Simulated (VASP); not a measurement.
Set up this calculation in VASP 6.6.1, as the native input.

| Item | Value |
| --- | --- |
| Task | single point |
| Functional | PBE |
| Potentials or basis | VASP PAW PBE potentials, release 64 (Cs_sv, Sn_d, I) |
| Cutoff | 520 eV |
| k mesh | 6 × 6 × 6 |
| Occupations | gaussian, width 0.02 eV |
| Spin | no spin polarisation |
| Dipole correction | no |
| Further INCAR settings | ALGO = Normal; EDIFF = 1e-06; NBANDS = 30 |

The structure of CsSnI3 lies in POSCAR:

```
CsSnI3
1.0
    6.4386433941      0.0000000000      0.0000000000
    0.0000000000      6.4386433941      0.0000000000
    0.0000000000      0.0000000000      6.4386433941
Cs Sn I
1 1 3
Direct
    0.0000000000      0.0000000000      0.0000000000
    0.5000000000      0.5000000000      0.5000000000
    0.0000000000      0.5000000000      0.5000000000
    0.5000000000      0.0000000000      0.5000000000
    0.5000000000      0.5000000000      0.0000000000
```

The input as run:

INCAR

```
  PREC = Accurate
  ENCUT = 520
  EDIFF = 1E-6
  ISMEAR = 0
  SIGMA = 0.02
  LREAL = False
  LASPH = True
  NELM = 100
  ALGO = Normal
  ISIF = 2
  LWAVE = False
  LCHARG = False
  GGA = PE
  NBANDS = 30
```

KPOINTS

```
Automatic mesh
0
Gamma
  6 6 6
```

Potentials or basis: VASP PAW PBE potentials, release 64 (Cs_sv, Sn_d, I).

Launch:

```console
$ cat potpaw_PBE.64/Cs_sv/POTCAR potpaw_PBE.64/Sn_d/POTCAR potpaw_PBE.64/I/POTCAR > POTCAR
$ mpirun -np 1 vasp_std > vasp.out
```

It gave:

```
Pressure               : -0.9 GPa
Band gap on the k mesh : 0.75 eV
```

Caveat: semilocal functionals underestimate gaps, and a narrow one can read as zero; spin-orbit coupling is left out, which moves the levels of the heavy elements.

Run time: 100 s on 1 thread of AMD EPYC 9R45 96-Core Processor (Zen 5), with other jobs on the host, peak memory 0.39 GiB.
